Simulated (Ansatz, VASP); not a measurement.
# Two plane-wave programs on InO5

```
CELL_PARAMETERS angstrom
4.69024 0.00000 0.00000
-2.34512 4.06187 0.00000
0.00000 0.00000 4.30046
ATOMIC_POSITIONS crystal
In 0.00000 0.00000 0.00000
O 0.31303 0.00000 0.50000
O 0.68697 0.68697 0.50000
O 0.00000 0.31303 0.50000
O 0.33333 0.66667 0.00000
O 0.66667 0.33333 0.00000
```

Change from the starting cell: species swapped into the Mg5Pd type (P-62m, No. 189).

Alike in both runs: task single point; functional PBE; k mesh 6 × 6 × 4; occupations gaussian, width 0.1 eV; collinear spin.

```csv
,VASP,Ansatz
version,VASP 6.6.1,Ansatz 0.2.0
potentials or method,"VASP PAW PBE potentials, release 64 (In_d, O), cutoff 520 eV","scalar-relativistic, plane waves, PAW"
valence electrons in the cell,43,43
```

VASP gave:

| Quantity | Value |
| --- | --- |
| gap on the k mesh at the Fermi level (eV) | none |
| pressure (GPa) | -15.2 |
| traceless stress, the component that is largest in VASP (GPa) | -0.92 |
| rms of the force components (eV/Å) | 0.303 |
| net moment per atom (μB) | 1.17 |
| size of the moment on the site where the two differ most (μB) | 1.18 |

Question: Which values does Ansatz return?

Answer: gap on the k mesh at the Fermi level (eV): none; pressure (GPa): -15.1; traceless stress, the component that is largest in VASP (GPa): -0.95; rms of the force components (eV/Å): 0.306; net moment per atom (μB): 1.17; size of the moment on the site where the two differ most (μB): 1.38.

Site moments also hang on the region over which each program counts them. Atom by atom the forces differ by 0.004 eV/Å (rms over components). A gap of «none» marks a metal or a gap that the smearing closes.

The k mesh is coarse, so the values compare programs but aren't converged.
